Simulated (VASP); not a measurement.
# H3C5 in VASP: notebook

The runs below take H3C5 through single point, with PBE.

All numbers are computed with VASP 6.6.1; they aren't measurements. Logs are shortened: lines on timing, memory, paths and dates and some standing lists are left out, and cuts for length are marked.

## Step 1: The cell of the first run

The cell holds a slab with vacuum, 32 atoms: a = 5.049 Å, b = 5.049 Å, c = 17.136 Å, α = 90.00°, β = 90.00°, γ = 90.00°.

## Step 2: Single point, PBE

Contents of INCAR:

```
SYSTEM = H3C5
  PREC = Accurate
  ENCUT = 520
  EDIFF = 1E-6
  ISMEAR = 0
  SIGMA = 0.05
  LREAL = Auto
  LASPH = .True.
  NELM = 100
  ALGO = Normal
  ISIF = 2
  LWAVE = .False.
  LCHARG = .True.
  GGA = PE
  LELF = .True.
  LVHAR = .True.
  NBANDS = 68
```

Contents of KPOINTS:

```
Automatic mesh
0
Gamma
  2 2 1
  0 0 0
```

Contents of POSCAR:

```
H3C5
1.0
    5.0487420000      0.0000000000      0.0000000000
    0.0000000000      5.0487420000      0.0000000000
    0.0000000000      0.0000000000     17.1355610000
H C
12 20
Direct
    0.4277867635      0.0000000000      0.0583581711
    0.0722132365      0.0000000000      0.0583581711
    0.9277867635      0.0000000000      0.0583581711
    0.5722132365      0.0000000000      0.0583581711
    0.4277867635      0.5000000000      0.0583581711
    0.0722132365      0.5000000000      0.0583581711
    0.9277867635      0.5000000000      0.0583581711
    0.5722132365      0.5000000000      0.0583581711
    0.7507686073      0.0142043305      0.3610448470
    0.2504368415      0.5132080427      0.3570862956
    0.7501633080      0.5014179770      0.3591769187
    1.2213359288      0.2150317842      0.4115246066
    0.2500000990      0.0000000000      0.0953981022
    0.7500000990      0.0000000000      0.0953981022
    0.2500000990      0.5000000000      0.0953981022
    0.7500000990      0.5000000000      0.0953981022
    0.2500000990      0.2500000990      0.1474827699
    0.7500000990      0.2500000990      0.1474827699
    0.2500000990      0.7500000990      0.1474827699
    0.7500000990      0.7500000990      0.1474827699
    0.0011230520      0.2529226092      0.1964097353
    0.4981809330      0.2526306553      0.1965590738
    0.0001245855      0.7528810147      0.2041232265
    0.4993915316      0.7527574196      0.2041996758
    0.0001540978      0.0206318723      0.2556610782
    0.4979133416      0.0201767094      0.2560409898
   -0.0007694986      0.4897124868      0.2519397527
    0.5003462249      0.4895249153      0.2519465222
    0.2471926670      0.1122905468      0.3033534764
    0.7493502342      0.0943149799      0.3015211466
    0.2497614257      0.4284673291      0.2984427531
    0.7497665755      0.4175240090      0.3000659272
```

Potentials or basis: VASP PAW PBE potentials, release 64 (H, C).

On the command line:

```sh
cat potpaw_PBE.64/H/POTCAR potpaw_PBE.64/C/POTCAR > POTCAR
mpirun -np 1 vasp_std > vasp.out
```

OUTCAR:

```text
SYSTEM = H3C5
   PREC = Accurate
   ENCUT = 520
   EDIFF = 1E-6
   ISMEAR = 0
   LREAL = Auto
   LASPH = .True.
   NELM = 100
   ISIF = 2
   GGA = PE

 ion  position               nearest neighbor table
   1  0.428  0.000  0.058-   4 0.73  13 1.10
   2  0.072  0.000  0.058-   3 0.73  13 1.10
   3  0.928  0.000  0.058-   2 0.73  14 1.10
   4  0.572  0.000  0.058-   1 0.73  14 1.10
   5  0.428  0.500  0.058-   8 0.73  15 1.10
   6  0.072  0.500  0.058-   7 0.73  15 1.10
   7  0.928  0.500  0.058-   6 0.73  16 1.10
   8  0.572  0.500  0.058-   5 0.73  16 1.10
   9  0.751  0.014  0.361-  30 1.10
  10  0.250  0.513  0.357-  31 1.09
  11  0.750  0.501  0.359-  32 1.10
  12  0.221  0.215  0.412-
  13  0.250  0.000  0.095-   1 1.10   2 1.10  19 1.55  17 1.55
  14  0.750  0.000  0.095-   3 1.10   4 1.10  20 1.55  18 1.55
  15  0.250  0.500  0.095-   5 1.10   6 1.10  17 1.55  19 1.55
  16  0.750  0.500  0.095-   7 1.10   8 1.10  18 1.55  20 1.55
  17  0.250  0.250  0.147-  22 1.51  21 1.51  15 1.55  13 1.55
  18  0.750  0.250  0.147-  21 1.52  22 1.52  16 1.55  14 1.55
[... 8 lines left out ...]
  27  0.999  0.490  0.252-  31 1.53  21 1.53  32 1.55  23 1.56
  28  0.500  0.490  0.252-  31 1.53  22 1.53  32 1.55  24 1.56
  29  0.247  0.112  0.303-  25 1.56  26 1.57  31 1.60
  30  0.749  0.094  0.302-   9 1.10  26 1.54  25 1.54  32 1.63
  31  0.250  0.428  0.298-  10 1.09  28 1.53  27 1.53  29 1.60
  32  0.750  0.418  0.300-  11 1.10  28 1.55  27 1.55  30 1.63

  LATTYP: Found a simple tetragonal cell.
 ALAT       =     5.0487420000
 C/A-ratio  =     3.3940258781

  Lattice vectors:

 A1 = (   5.0487420000,   0.0000000000,   0.0000000000)
 A2 = (   0.0000000000,   5.0487420000,   0.0000000000)
 A3 = (   0.0000000000,   0.0000000000,  17.1355610000)

Analysis of symmetry for initial positions (statically):
=====================================================================
 Subroutine PRICEL returns:
 Original cell was already a primitive cell.

 Routine SETGRP: Setting up the symmetry group for a
 simple tetragonal supercell.

 Subroutine GETGRP returns: Found  1 space group operations
 (whereof  1 operations were pure point group operations)
 out of a pool of 16 trial point group operations.

The static configuration has the point symmetry C_1 .

Analysis of symmetry for dynamics (positions and initial velocities):
=====================================================================
 Subroutine PRICEL returns:
[... 153 lines left out ...]
   NFREE  =      0    steps in history (QN), initial steepest desc. (CG)
   ISIF   =      2    stress and relaxation
   ISYM   =      2    0-nonsym 1-usesym 2-fastsym
   POTIM  = 0.5000    time-step for ionic-motion
   TEBEG  =    0.0;   TEEND  =   0.0 temperature during run
   PSTRESS=    0.0 pullay stress
   NELECT =      92.0000    total number of electrons
   NUPDOWN=      -1.0000    fix difference up-down
   EMIN   =  10.00;   EMAX   =-10.00  energy-range for DOS
   EFERMI =   0.00;   METHOD = LEGACY
   ISMEAR =     0;   SIGMA  =   0.05  broadening in eV -4-tet -1-fermi 0-gaus
   EFERMI_NEDOS =   21; number of points for ismear=-14 and -15
   IALGO  =     38    algorithm
   IMIX   =      4    mixing-type and parameters
     AMIX     =   0.40;   BMIX     =  1.00
     AMIX_MAG =   1.60;   BMIX_MAG =  1.00
  volume/ion in A,a.u.               =      13.65        92.11
  Fermi-wavevector in a.u.,A,eV,Ry     =   0.974053  1.840693 12.908923  0.948779
  Thomas-Fermi vector in A             =   2.104482
   LORBIT       =      0    0 simple, 1 ext, 2 COOP (PROOUT), +10 PAW based schemes
   GGA     = PE    functional components
   LHFCALC =     F    Hartree Fock is set to
   AEXX    =    0.0000 exact exchange contribution
   IVDW    =     0    specifies the selected vdW correction
   LEPSILON=     F    determine dielectric tensor
   LRPA    =     F    only Hartree local field effects (RPA)
 non-spin polarized calculation
 Gauss-broadening in eV      SIGMA  =   0.05
  energy-cutoff  :      520.00
  volume of cell :      436.78
 maximum number of plane-waves:     11780
 NGX is ok and might be reduce to    40
   NGX = 19   NGY = 19   NGZ = 63

 number of electron      92.0000006 magnetization

 Free energy of the ion-electron system (eV)
  ---------------------------------------------------
  ext. energy  EPLUGINS =         0.00000000
  ---------------------------------------------------
  free energy    TOTEN  =      -206.44741104 eV

  energy without entropy =     -206.44741104  energy(sigma->0) =     -206.44741104

 E-fermi :   0.8983     XC(G=0):  -5.2438

 val. band max:        0.6241627131   @ k =   0.0000   0.5000   0.0000
 cond. band min:       1.3903250031   @ k =   0.5000   0.0000   0.0000
 fundamental gap:      0.7661622900
 Fermi energy:         0.8982701828

 k-point     1 :       0.0000    0.0000    0.0000
  band No.  band energies     occupation
      1     -20.4659      2.00000
      2     -18.3013      2.00000
      3     -16.2427      2.00000
      4     -15.9417      2.00000
      5     -15.9195      2.00000
      6     -15.8388      2.00000
[... 233 lines left out ...]
     57       6.1472      0.00000
     58       6.3464      0.00000
 [bands above 58 left out]

------------------------ aborting loop because EDIFF is reached ----------------------------------------

  FORCE on cell =-STRESS in cart. coord.  units (eV):
  Direction    XX          YY          ZZ          XY          YZ          ZX
  --------------------------------------------------------------------------------------
  -------------------------------------------------------------------------------------
  Total       71.5199579     -4.7739056    -13.5770595      0.0711859     -6.3990407      0.8559048
  in kB      262.3452162    -17.5113539    -49.8025544      0.2611199    -23.4725770      3.1395788
  external PRESSURE =      65.0104359 kB  Pullay stress =       0.0000000 kB

 VOLUME and BASIS-vectors are now :
 -----------------------------------------------------------------------------
  energy-cutoff  :      520.00
  volume of cell :      436.78
      direct lattice vectors                 reciprocal lattice vectors
     5.048742000  0.000000000  0.000000000     0.198069143  0.000000000  0.000000000
     0.000000000  5.048742000  0.000000000     0.000000000  0.198069143  0.000000000
     0.000000000  0.000000000 17.135561000     0.000000000  0.000000000  0.058358171

 POSITION                                       TOTAL-FORCE (eV/Angst)
 -----------------------------------------------------------------------------------
      2.15978      0.00000      1.00000        -8.961625     -0.030281      0.072003
      0.36459      0.00000      1.00000         8.962302     -0.030345      0.072337
      4.68416      0.00000      1.00000        -8.953418     -0.021596      0.068985
      2.88896      0.00000      1.00000         8.954947     -0.022072      0.068537
      2.15978      2.52437      1.00000        -8.967054      0.047132      0.071924
      0.36459      2.52437      1.00000         8.970640      0.046104      0.071506
[... 24 lines left out ...]
      1.26098      2.16322      5.11398        -0.006931      0.199877     -0.062755
      3.78538      2.10797      5.14180        -0.005745      0.053478     -0.008419
 -----------------------------------------------------------------------------------
    total drift:                                0.010939     -0.009193     -0.031341

  FREE ENERGIE OF THE ION-ELECTRON SYSTEM (eV)
  ---------------------------------------------------
  free  energy   TOTEN  =      -206.4474110398 eV

  energy  without entropy=     -206.4474110398  energy(sigma->0) =     -206.44741104
```

stdout:

```text
POSCAR found type information on POSCAR H C
 POSCAR found :  2 types and      32 ions
 scaLAPACK will be used
 LDA part: xc-table for (Slater+PW92), standard interpolation
 POSCAR, INCAR and KPOINTS ok, starting setup
 FFT: planning ... GRIDC
 FFT: planning ... GRID_SOFT
 FFT: planning ... GRID
 WAVECAR not read
 entering main loop
```

Wall time 5.2 min (1 thread of Intel Xeon Platinum 8488C (Sapphire Rapids), shared host); peak memory 0.49 GiB.

What came out:

- Free energy: -206.4474 eV
- Largest force: 8.971 eV/Å
- Band gap on the k mesh: 0.77 eV, indirect (least direct gap 0.83 eV)

Forces on the atoms (eV/Å):
```
H   -8.962 -0.030  0.072
H    8.962 -0.030  0.072
H   -8.953 -0.022  0.069
H    8.955 -0.022  0.069
H   -8.967  0.047  0.072
H    8.971  0.046  0.072
H   -8.930  0.040  0.088
H    8.933  0.045  0.080
H    0.011  0.040  0.018
H    0.009  0.391 -0.134
H   -0.007  0.068 -0.001
H    0.219 -2.183 -2.071
C    0.003 -0.150  0.994
C   -0.007 -0.141  0.990
C    0.002  0.146  1.018
C   -0.030  0.150  1.166
C   -0.034 -0.039 -2.507
C   -0.047 -0.275 -2.204
C   -0.019  0.391  0.769
C   -0.016  0.701  0.790
C    0.016 -0.005  0.016
C   -0.037 -0.004  0.029
C    0.000  0.046  0.012
C   -0.018  0.038  0.017
C    0.003  0.065  0.081
C   -0.004  0.054  0.101
C   -0.002  0.108 -0.024
C    0.000  0.091 -0.034
C   -0.010  0.137  0.447
C   -0.029  0.043  0.006
C   -0.007  0.200 -0.063
C   -0.006  0.053 -0.008
```

Caveat: the k points lie up to 0.62 Å⁻¹ apart.

## Step 3: Single point, PBE

Contents of INCAR:

```
PREC     = Accurate       # precision mode
ENCUT    = 520            # plane-wave cutoff, eV
EDIFF    = 1E-6           # SCF threshold, eV
ISMEAR   = 0              # smearing method
SIGMA    = 0.05           # smearing width, eV
LREAL    = Auto         
LASPH    = True           # aspherical terms in the spheres
NELM     = 80             # most SCF steps
ALGO     = Normal         # electronic algorithm
ISIF     = 2              # what is computed and relaxed
LWAVE    = False          # write WAVECAR
LCHARG   = False          # write CHGCAR
GGA      = PE             # functional
NBANDS   = 68             # bands
```

Contents of KPOINTS:

```
regular mesh
0
Gamma
  2 2 1
```

Contents of POSCAR:

```
H3C5
1.0
    5.0487420000      0.0000000000      0.0000000000
    0.0000000000      5.0487420000      0.0000000000
    0.0000000000      0.0000000000     17.1355610000
H C
12 20
Direct
    0.4277867635      0.0000000000      0.0583581711
    0.0722132365      0.0000000000      0.0583581711
    0.9277867635      0.0000000000      0.0583581711
    0.5722132365      0.0000000000      0.0583581711
    0.4277867635      0.5000000000      0.0583581711
    0.0722132365      0.5000000000      0.0583581711
    0.9277867635      0.5000000000      0.0583581711
    0.5722132365      0.5000000000      0.0583581711
    0.7504485276      0.0098963266      0.3610879737
    0.2486167841      0.4790308160      0.3608730989
    0.7507701919      0.4960299021      0.3597187159
    1.2030765288      0.4114623009      0.4672821042
    0.2500000990      0.0000000000      0.0953981022
    0.7500000990      0.0000000000      0.0953981022
    0.2500000990      0.5000000000      0.0953981022
    0.7500000990      0.5000000000      0.0953981022
    0.2500000990      0.2500000990      0.1474827699
    0.7500000990      0.2500000990      0.1474827699
    0.2500000990      0.7500000990      0.1474827699
    0.7500000990      0.7500000990      0.1474827699
   -0.0004654625      0.2524581371      0.1956952562
    0.5004430807      0.2525072582      0.1957289872
   -0.0002513497      0.7493738044      0.2038806900
    0.5002792775      0.7494082684      0.2038920698
    0.0009548913      0.0128158658      0.2534168563
    0.4991181962      0.0128140832      0.2534435844
   -0.0009568720      0.4838807370      0.2527544911
    0.5011329555      0.4839773948      0.2528025199
    0.2500175291      0.0970582375      0.2920291317
    0.7501050757      0.0907966777      0.3017265673
    0.2500595198      0.4097864379      0.2996945942
    0.7501351822      0.4128511617      0.3006043397
```

Potentials or basis: VASP PAW PBE potentials, release 64 (H, C).

On the command line:

```sh
cat potpaw_PBE.64/H/POTCAR potpaw_PBE.64/C/POTCAR > POTCAR
mpirun -np 1 vasp_std > vasp.out
```

It took 6.4 min on 1 thread of Intel Xeon Platinum 8488C (Sapphire Rapids), shared host; peak memory 0.49 GiB.

The run converged. Its results:

* Free energy: -204.8255 eV
* Largest force: 8.920 eV/Å
* Band gap on the k mesh: zero (band 46 reaches -0.11 eV, above the bottom of band 47 at -0.15 eV)

Forces in eV/Å, atoms in the order of the input:
```
H   -8.915 -0.041  0.027
H    8.915 -0.039  0.027
H   -8.920 -0.039  0.025
H    8.920 -0.039  0.025
H   -8.886  0.034  0.025
H    8.886  0.035  0.025
H   -8.894  0.038 -0.007
H    8.897  0.041 -0.008
H    0.002 -0.008  0.019
H   -0.003  0.038  0.063
H    0.005  0.006  0.021
H   -0.010  0.007  0.008
C    0.004 -0.166  1.073
C    0.000 -0.164  1.064
C    0.001  0.213  1.052
C   -0.006  0.184  1.022
C    0.001 -0.030 -2.718
C    0.002 -0.090 -2.861
C    0.002 -0.004  0.550
C    0.003  0.055  0.528
C    0.000 -0.005  0.000
C   -0.006 -0.004  0.002
C   -0.001 -0.005  0.016
C    0.001 -0.004  0.016
C   -0.019 -0.019 -0.017
C    0.021 -0.020 -0.016
C   -0.003  0.024 -0.005
C    0.004  0.024 -0.010
C   -0.002 -0.036  0.061
C   -0.003 -0.006  0.011
C    0.010  0.020 -0.022
C   -0.004 -0.001  0.007
```

Levels at points of the mesh, in eV from the Fermi level:
```
           k point  band 43  band 44  band 45  band 46  band 47  band 48  band 49  band 50
(0.00, 0.00, 0.00)    -2.51    -0.60    -0.16    -0.08     0.00     2.46     3.94     4.08
(0.50, 0.00, 0.00)    -2.30    -2.30    -2.16    -0.07     0.20     3.63     3.65     4.55
(0.00, 0.50, 0.00)    -2.33    -0.32    -0.04    -0.04     0.00     3.33     3.34     3.80
(0.50, 0.50, 0.00)    -3.05    -2.69    -2.42     0.03     0.29     4.30     4.31     4.37
```

Caveat: the k points lie up to 0.62 Å⁻¹ apart.

## Step 4: Single point, PBE

Contents of INCAR:

```
ALGO = Normal
EDIFF = 1E-6
ENCUT = 520
GGA = PE
ISIF = 2
ISMEAR = 0
LASPH = T
LCHARG = F
LREAL = Auto
LWAVE = F
NBANDS = 68
NELM = 80
PREC = Accurate
SIGMA = 0.05
```

Contents of KPOINTS:

```
k-points
0
Gamma
  2 2 1
```

Contents of POSCAR:

```
H3C5
1.0
    5.0487420000      0.0000000000      0.0000000000
    0.0000000000      5.0487420000      0.0000000000
    0.0000000000      0.0000000000     17.1355610000
H C
12 20
Direct
    0.4277867635      0.0000000000      0.0583581711
    0.0722132365      0.0000000000      0.0583581711
    0.9277867635      0.0000000000      0.0583581711
    0.5722132365      0.0000000000      0.0583581711
    0.4277867635      0.5000000000      0.0583581711
    0.0722132365      0.5000000000      0.0583581711
    0.9277867635      0.5000000000      0.0583581711
    0.5722132365      0.5000000000      0.0583581711
    0.7500232731      0.0048982499      0.3605483357
    0.2317115828      0.4904102844      0.4367421061
    0.7499527605      0.4948401008      0.3605193901
    1.2187148799      0.5261171991      0.4793375017
    0.2500000990      0.0000000000      0.0953981022
    0.7500000990      0.0000000000      0.0953981022
    0.2500000990      0.5000000000      0.0953981022
    0.7500000990      0.5000000000      0.0953981022
    0.2500000990      0.2500000990      0.1474827699
    0.7500000990      0.2500000990      0.1474827699
    0.2500000990      0.7500000990      0.1474827699
    0.7500000990      0.7500000990      0.1474827699
   -0.0039897067      0.2499416686      0.1951172185
    0.5039972334      0.2499383015      0.1951162848
    0.0000320872      0.7498852189      0.2045302164
    0.4999799950      0.7498822479      0.2045270651
   -0.0023980231      0.0165086669      0.2534929554
    0.5024307045      0.0164971789      0.2534912046
   -0.0024309026      0.4830613250      0.2535096458
    0.5024457578      0.4830577597      0.2535045687
    0.2500304036      0.1119393702      0.2923558791
    0.7500100025      0.0890718916      0.3015974791
    0.2500327804      0.3874289873      0.2925461851
    0.7499866303      0.4106617054      0.3015768203
```

On the command line:

```sh
cat potpaw_PBE.64/H/POTCAR potpaw_PBE.64/C/POTCAR > POTCAR
mpirun -np 1 vasp_std > vasp.out
```

Run time: 7 min. Hardware: 1 thread of Intel Xeon Platinum 8488C (Sapphire Rapids), shared host; peak memory 0.49 GiB.

Results (log left out):

| Quantity | Value |
| --- | --- |
| Free energy | -206.5804 eV |
| Largest force | 8.955 eV/Å |
| Band gap on the k mesh | 0.96 eV, direct |

Forces in eV/Å, atoms in the order of the input:
```
H   -8.940 -0.044  0.074
H    8.940 -0.044  0.074
H   -8.954 -0.061  0.064
H    8.954 -0.061  0.064
H   -8.939  0.043  0.074
H    8.939  0.043  0.074
H   -8.954  0.060  0.064
H    8.954  0.060  0.064
H    0.000 -0.009  0.018
H   -0.005  0.001  0.078
H    0.000  0.007  0.020
H    0.003  0.041  0.026
C    0.000 -0.127  1.027
C    0.000 -0.184  0.917
C    0.000  0.127  1.027
C    0.000  0.184  0.916
C    0.000 -0.003 -2.737
C    0.001 -0.006 -3.696
C    0.001 -0.010  0.886
C    0.000 -0.013  0.883
C    0.012 -0.005 -0.003
C   -0.012 -0.005 -0.003
C    0.000  0.001  0.001
C    0.000  0.002  0.001
C   -0.008 -0.032 -0.002
C    0.008 -0.031 -0.002
C   -0.007  0.037  0.002
C    0.006  0.037  0.002
C    0.000 -0.049  0.029
C    0.000 -0.004  0.020
C    0.000  0.041  0.011
C    0.000  0.002  0.023
```

Levels at points of the mesh, in eV from the valence-band top:
```tsv
k point	band 44	band 45	band 46	band 47	band 48	band 49
(0.00, 0.00, 0.00)	-1.35	-0.57	-0.09	1.23	2.01	3.09
(0.50, 0.00, 0.00)	-2.21	-2.19	-1.18	1.46	3.27	3.28
(0.00, 0.50, 0.00)	-1.18	-0.31	0.00	0.96	3.02	3.04
(0.50, 0.50, 0.00)	-3.06	-2.40	-0.94	1.31	4.07	4.08
```

Caveat: the k points lie up to 0.62 Å⁻¹ apart.
